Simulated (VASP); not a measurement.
# B in VASP: a series of runs

The runs below take B through single point, relaxation of cell and atoms, with PBE.

Everything below comes from runs of VASP 6.6.1. Logs are shortened: lines on timing, memory, paths and dates and some standing lists are left out, and cuts for length are marked.

## (1) The cell of the first run

Symmetry: R-3m, No. 166, trigonal system. The conventional cell has a = 5.809 Å, b = 5.809 Å, c = 12.011 Å, α = 90.00°, β = 90.00°, γ = 120.00°. B (site symmetry -3m) has 2 B at 1.62 Å within 2.2 Å. B (site symmetry m) has 6 B at 1.70 to 1.80 Å within 2.3 Å. B (site symmetry m) has 6 B at 1.72 to 1.89 Å within 2.3 Å. B (site symmetry 3m) has 4 B at 1.62 to 1.70 Å within 2.2 Å.

## (2) Single point, PBE

Contents of INCAR:

```
SYSTEM = B
ALGO = Normal
EDIFF = 1E-6
ENCUT = 520
GGA = PE
ISIF = 2
ISMEAR = 0
LASPH = .TRUE.
LCHARG = .FALSE.
LREAL = Auto
LWAVE = .FALSE.
NBANDS = 36
NELM = 100
PREC = Accurate
SIGMA = 0.1
```

Contents of KPOINTS:

```
k-points
0
G
  9 9 9
  0 0 0
```

Contents of POSCAR:

```
B
1.0
    2.9042806536      1.6767872171      4.0036002661
   -2.9042806536      1.6767872171      4.0036002661
    0.0000000000     -3.3535744343      4.0036002661
B
15
Direct
    0.5000000000      0.5000000000      0.5000000000
    0.8068817249      0.3010391617      0.8068817249
    0.8068817249      0.8068817249      0.3010391617
    0.3010391617      0.8068817249      0.8068817249
    0.1931182751      0.6989608383      0.1931182751
    0.6989608383      0.1931182751      0.1931182751
    0.1931182751      0.1931182751      0.6989608383
    0.0059303119      0.3306366025      0.0059303119
    0.0059303119      0.0059303119      0.3306366025
    0.3306366025      0.0059303119      0.0059303119
    0.9940696881      0.6693633975      0.9940696881
    0.6693633975      0.9940696881      0.9940696881
    0.9940696881      0.9940696881      0.6693633975
    0.6345649754      0.6345649754      0.6345649754
    0.3654350246      0.3654350246      0.3654350246
```

Potentials or basis: VASP PAW PBE potentials, release 64 (B).

Launch:

```
$ cat potpaw_PBE.64/B/POTCAR > POTCAR
$ mpirun -np 1 vasp_std > vasp.out
```

OUTCAR:

```text
SYSTEM = B
   EDIFF = 1E-6
   ENCUT = 520
   GGA = PE
   ISIF = 2
   ISMEAR = 0
   LASPH = .TRUE.
   LREAL = Auto
   NELM = 100
   PREC = Accurate

 ion  position               nearest neighbor table
   1  0.500  0.500  0.500-  14 1.62  15 1.62
   2  0.807  0.301  0.807-  14 1.70  12 1.79  13 1.79   6 1.79   7 1.79   8 1.80
   3  0.807  0.807  0.301-  14 1.70  12 1.79  11 1.79   6 1.79   5 1.79   9 1.80
   4  0.301  0.807  0.807-  14 1.70  11 1.79  13 1.79   5 1.79   7 1.79  10 1.80
   5  0.193  0.699  0.193-  15 1.70  10 1.79   9 1.79   4 1.79   3 1.79  11 1.80
   6  0.699  0.193  0.193-  15 1.70   8 1.79   9 1.79   2 1.79   3 1.79  12 1.80
   7  0.193  0.193  0.699-  15 1.70  10 1.79   8 1.79   4 1.79   2 1.79  13 1.80
   8  0.006  0.331  0.006-  11 1.72   6 1.79   7 1.79   2 1.80   9 1.89  10 1.89
   9  0.006  0.006  0.331-  13 1.72   6 1.79   5 1.79   3 1.80  10 1.89   8 1.89
  10  0.331  0.006  0.006-  12 1.72   5 1.79   7 1.79   4 1.80   9 1.89   8 1.89
  11  0.994  0.669  0.994-   8 1.72   4 1.79   3 1.79   5 1.80  13 1.89  12 1.89
  12  0.669  0.994  0.994-  10 1.72   2 1.79   3 1.79   6 1.80  13 1.89  11 1.89
  13  0.994  0.994  0.669-   9 1.72   4 1.79   2 1.79   7 1.80  11 1.89  12 1.89
  14  0.635  0.635  0.635-   1 1.62   3 1.70   2 1.70   4 1.70
  15  0.365  0.365  0.365-   1 1.62   7 1.70   6 1.70   5 1.70

  LATTYP: Found a trigonal (rhomboedric) cell.
 ALAT       =     5.2225737503
 COS(alpha) =     0.3815024320

  Lattice vectors:

 A1 = (   2.9042806536,   1.6767872171,   4.0036002661)
 A2 = (  -2.9042806536,   1.6767872171,   4.0036002661)
 A3 = (   0.0000000000,  -3.3535744343,   4.0036002661)

Analysis of symmetry for initial positions (statically):
=====================================================================
 Subroutine PRICEL returns:
 Original cell was already a primitive cell.

 Routine SETGRP: Setting up the symmetry group for a
 trigonal (rhombohedral) supercell.

 Subroutine GETGRP returns: Found 12 space group operations
 (whereof 12 operations were pure point group operations)
 out of a pool of 12 trial point group operations.

The static configuration has the point symmetry D_3d.

Analysis of symmetry for dynamics (positions and initial velocities):
=====================================================================
 Subroutine PRICEL returns:
 Original cell was already a primitive cell.

 Routine SETGRP: Setting up the symmetry group for a
 trigonal (rhombohedral) supercell.

 Subroutine GETGRP returns: Found 12 space group operations
 (whereof 12 operations were pure point group operations)
 out of a pool of 12 trial point group operations.

The dynamic configuration has the point symmetry D_3d.

 Subroutine INISYM returns: Found 12 space group operations
 (whereof 12 operations are pure point group operations),
 and found     1 'primitive' translations

----------------------------------------------------------------------------------------

                                     Primitive cell

  volume of cell :     116.9819

  direct lattice vectors                    reciprocal lattice vectors
     2.904280654  1.676787217  4.003600266     0.172159670  0.099396432  0.083258395
    -2.904280654  1.676787217  4.003600266    -0.172159670  0.099396432  0.083258395
     0.000000000 -3.353574434  4.003600266     0.000000000 -0.198792864  0.083258395

  length of vectors
     5.222573750  5.222573750  5.222573750     0.215523927  0.215523927  0.215523927

  position of ions in fractional coordinates (direct lattice)
     0.500000000  0.500000000  0.500000000
     0.806881725  0.301039162  0.806881725
     0.806881725  0.806881725  0.301039162
     0.301039162  0.806881725  0.806881725
     0.193118275  0.698960838  0.193118275
     0.698960838  0.193118275  0.193118275
     0.193118275  0.193118275  0.698960838
     0.005930312  0.330636603  0.005930312
     0.005930312  0.005930312  0.330636603
     0.330636603  0.005930312  0.005930312
     0.994069688  0.669363397  0.994069688
     0.669363397  0.994069688  0.994069688
[... 30 lines left out ...]
 Generating k-lattice:

  Cartesian coordinates                     Fractional coordinates (reciprocal lattice)
     0.019128852  0.011044048  0.009250933     0.111111111  0.000000000 -0.000000000
    -0.019128852  0.011044048  0.009250933     0.000000000  0.111111111 -0.000000000
     0.000000000 -0.022088096  0.009250933     0.000000000  0.000000000  0.111111111

  Length of vectors
     0.023947103  0.023947103  0.023947103

  Shift w.r.t. Gamma in fractional coordinates (k-lattice)
     0.000000000  0.000000000  0.000000000

 Subroutine IBZKPT returns following result:
 ===========================================

 Found     85 irreducible k-points:

 Following reciprocal coordinates:
            Coordinates               Weight
  0.000000  0.000000  0.000000      1.000000
  0.111111  0.000000  0.000000      6.000000
  0.222222  0.000000  0.000000      6.000000
  0.333333  0.000000  0.000000      6.000000
  0.444444  0.000000  0.000000      6.000000
  0.111111  0.111111  0.000000      6.000000
[... 16 lines left out ...]
 -0.333333  0.333333  0.000000      6.000000
  0.444444  0.444444  0.000000      6.000000
 [... further k-points ...]
   k-points           NKPTS =     85   k-points in BZ     NKDIM =     85   number of bands    NBANDS=     36
   number of dos      NEDOS =    301   number of ions     NIONS =     15
   total plane-waves  NPLWV =  64000
   dimension x,y,z NGX =    40 NGY =   40 NGZ =   40
   dimension x,y,z NGXF=    80 NGYF=   80 NGZF=   80
   ions per type =              15
   NGX,Y,Z   is equivalent  to a cutoff of  12.73, 12.73, 12.73 a.u.
   NGXF,Y,Z  is equivalent  to a cutoff of  25.47, 25.47, 25.47 a.u.
 SYSTEM =  B
   PREC   = accura    normal or accurate (medium, high low for compatibility)
   ISTART =      0    job   : 0-new  1-cont  2-samecut
   ICHARG =      2    charge: 1-file 2-atom 10-const
   ISPIN  =      1    spin polarized calculation?
   LNONCOLLINEAR =      F non collinear calculations
   LSORBIT =      F    spin-orbit coupling
   LASPH  =      T    aspherical Exc in radial PAW
   ENCUT  =  520.0 eV  38.22 Ry    6.18 a.u.   9.71  9.71  9.71*2*pi/ulx,y,z
   NELM   =    100;   NELMIN=  2; NELMDL= -5     # of ELM steps
   EDIFF  = 0.1E-05   stopping-criterion for ELM
   LREAL  =      T    real-space projection
   EDIFFG = 0.1E-04   stopping-criterion for IOM
   NSW    =      0    number of steps for IOM
   IBRION =     -1    ionic relax: 0-MD 1-quasi-New 2-CG
   NFREE  =      0    steps in history (QN), initial steepest desc. (CG)
   ISIF   =      2    stress and relaxation
   ISYM   =      2    0-nonsym 1-usesym 2-fastsym
   POTIM  = 0.5000    time-step for ionic-motion
   TEBEG  =    0.0;   TEEND  =   0.0 temperature during run
   PSTRESS=    0.0 pullay stress
   NELECT =      45.0000    total number of electrons
   NUPDOWN=      -1.0000    fix difference up-down
   EMIN   =  10.00;   EMAX   =-10.00  energy-range for DOS
   EFERMI =   0.00;   METHOD = LEGACY
   ISMEAR =     0;   SIGMA  =   0.10  broadening in eV -4-tet -1-fermi 0-gaus
   EFERMI_NEDOS =   21; number of points for ismear=-14 and -15
   IALGO  =     38    algorithm
   IMIX   =      4    mixing-type and parameters
     AMIX     =   0.40;   BMIX     =  1.00
     AMIX_MAG =   1.60;   BMIX_MAG =  1.00
  volume/ion in A,a.u.               =       7.80        52.63
  Fermi-wavevector in a.u.,A,eV,Ry     =   1.190619  2.249944 19.287262  1.417574
  Thomas-Fermi vector in A             =   2.326700
   LORBIT       =      0    0 simple, 1 ext, 2 COOP (PROOUT), +10 PAW based schemes
   GGA     = PE    functional components
   LHFCALC =     F    Hartree Fock is set to
   AEXX    =    0.0000 exact exchange contribution
   IVDW    =     0    specifies the selected vdW correction
   LEPSILON=     F    determine dielectric tensor
   LRPA    =     F    only Hartree local field effects (RPA)
 non-spin polarized calculation
 Gauss-broadening in eV      SIGMA  =   0.10
  energy-cutoff  :      520.00
  volume of cell :      116.98
 maximum number of plane-waves:      3167
   NGX = 19   NGY = 19   NGZ = 19

 number of electron      45.0000001 magnetization

 Free energy of the ion-electron system (eV)
  ---------------------------------------------------
  ext. energy  EPLUGINS =         0.00000000
  ---------------------------------------------------
  free energy    TOTEN  =       -97.35234311 eV

  energy without entropy =      -97.33111924  energy(sigma->0) =      -97.34173118

 E-fermi :   4.2024     XC(G=0): -11.2399

 val. band max:        4.1989257317   @ k =   0.3333   0.3333   0.2222
 cond. band min:       4.2114185653   @ k =  -0.2222   0.3333   0.1111
 fundamental gap:      0.0124928337
 Fermi energy:         4.2024093899

 k-point     1 :       0.0000    0.0000    0.0000
  band No.  band energies     occupation
      1     -10.3536      2.00000
      2      -5.7322      2.00000
      3      -5.7322      2.00000
      4      -5.6254      2.00000
      5      -5.1930      2.00000
      6      -3.3856      2.00000
[... 877 lines left out ...]
     33      12.3771      0.00000
     34      13.0274      0.00000

 [... further k-points ...]

 [bands above 34 left out]

------------------------ aborting loop because EDIFF is reached ----------------------------------------

  FORCE on cell =-STRESS in cart. coord.  units (eV):
  Direction    XX          YY          ZZ          XY          YZ          ZX
  --------------------------------------------------------------------------------------
  -------------------------------------------------------------------------------------
  Total        0.0022818      0.0022818      0.0518458      0.0000000     -0.0000000      0.0000000
  in kB        0.0312513      0.0312513      0.7100768      0.0000000     -0.0000000      0.0000000
  external PRESSURE =       0.2575265 kB  Pullay stress =       0.0000000 kB

 VOLUME and BASIS-vectors are now :
 -----------------------------------------------------------------------------
  energy-cutoff  :      520.00
  volume of cell :      116.98
      direct lattice vectors                 reciprocal lattice vectors
     2.904280654  1.676787217  4.003600266     0.172159670  0.099396432  0.083258395
    -2.904280654  1.676787217  4.003600266    -0.172159670  0.099396432  0.083258395
     0.000000000 -3.353574434  4.003600266     0.000000000 -0.198792864  0.083258395

 POSITION                                       TOTAL-FORCE (eV/Angst)
 -----------------------------------------------------------------------------------
      0.00000     -0.00000      6.00540        -0.000000     -0.000000      0.000000
      1.46911     -0.84819      7.66610        -0.010588      0.006113     -0.012504
      0.00000      1.69638      7.66610        -0.000000     -0.012226     -0.012504
     -1.46911     -0.84819      7.66610         0.010588      0.006113     -0.012504
     -1.46911      0.84819      4.34470         0.010588     -0.006113      0.012504
      1.46911      0.84819      4.34470        -0.010588     -0.006113      0.012504
      0.00000     -1.69638      4.34470        -0.000000      0.012226      0.012504
     -0.94304      0.54446      1.37122         0.000029     -0.000017      0.014361
      0.00000     -1.08893      1.37122        -0.000000      0.000033      0.014361
      0.94304      0.54446      1.37122        -0.000029     -0.000017      0.014361
      0.94304     -0.54446     10.63958        -0.000029      0.000017     -0.014361
     -0.94304     -0.54446     10.63958         0.000029      0.000017     -0.014361
      0.00000      1.08893     10.63958        -0.000000     -0.000033     -0.014361
      0.00000     -0.00000      7.62163        -0.000000     -0.000000      0.015931
      0.00000     -0.00000      4.38917        -0.000000      0.000000     -0.015931
 -----------------------------------------------------------------------------------
    total drift:                               -0.000000     -0.000000      0.000000

  FREE ENERGIE OF THE ION-ELECTRON SYSTEM (eV)
  ---------------------------------------------------
  free  energy   TOTEN  =       -97.3523431074 eV

  energy  without entropy=      -97.3311192428  energy(sigma->0) =      -97.34173118
```

Wall time 12 min (1 thread of AMD EPYC 7R13 (Zen 3), shared host); peak memory 0.33 GiB.

Results:

```yaml
Free_energy: -97.3523 eV
Pressure: 0.0 GPa
Largest_force: 0.017 eV/Å
```

Forces on the atoms (eV/Å):
```
B    0.000  0.000  0.000
B   -0.011  0.006 -0.013
B    0.000 -0.012 -0.013
B    0.011  0.006 -0.013
B    0.011 -0.006  0.013
B   -0.011 -0.006  0.013
B    0.000  0.012  0.013
B    0.000  0.000  0.014
B    0.000  0.000  0.014
B    0.000  0.000  0.014
B    0.000  0.000 -0.014
B    0.000  0.000 -0.014
B    0.000  0.000 -0.014
B    0.000  0.000  0.016
B    0.000  0.000 -0.016
```

[end of part 1 of 3]
